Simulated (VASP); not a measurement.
A run of VASP 6.6.1 is set up as follows.

INCAR

```
PREC = Accurate
ENCUT = 600
EDIFF = 1E-7
ISMEAR = 0
SIGMA = 0.1
LREAL = False
LASPH = True
NELM = 80
ALGO = Normal
ISIF = 3
LWAVE = False
LCHARG = False
GGA = PE
IBRION = 2
NSW = 100
EDIFFG = -0.01
```

KPOINTS

```
Automatic mesh
0
Gamma
  10 10 10
```

Contents of POSCAR:

```
Be4Se
1.0
    3.9588014764      0.0000000000      0.0000000000
    0.0000000000      3.9588014764      0.0000000000
    0.0000000000      0.0000000000      3.9588014764
Be Se
4 1
Direct
    0.0000000000      0.0000000000      0.0000000000
    0.5000000000      0.0000000000      0.0000000000
    0.0000000000      0.5000000000      0.0000000000
    0.0000000000      0.0000000000      0.5000000000
    0.5000000000      0.5000000000      0.5000000000
```

Potentials or basis: VASP PAW PBE potentials, release 64 (Be, Se).

Launch:

```bash
$ cat potpaw_PBE.64/Be/POTCAR potpaw_PBE.64/Se/POTCAR > POTCAR
$ mpirun -np 1 vasp_std > vasp.out
```

(1) What does it give for the relaxed cell?

(2) What does it give for the space group after relaxing (to 0.05 Å)?

(3) Estimate the band gap on the k mesh.

(4) Predict the relaxed volume.

## Answers

(1) a = 3.964 Å, b = 3.964 Å, c = 3.964 Å, α = 90.00°, β = 90.00°, γ = 90.00°.

(2) Pm-3m (No. 221).

(3) zero (band 7 reaches 5.72 eV, above the bottom of band 8 at 1.94 eV).

(4) 12.46 Å³/atom.
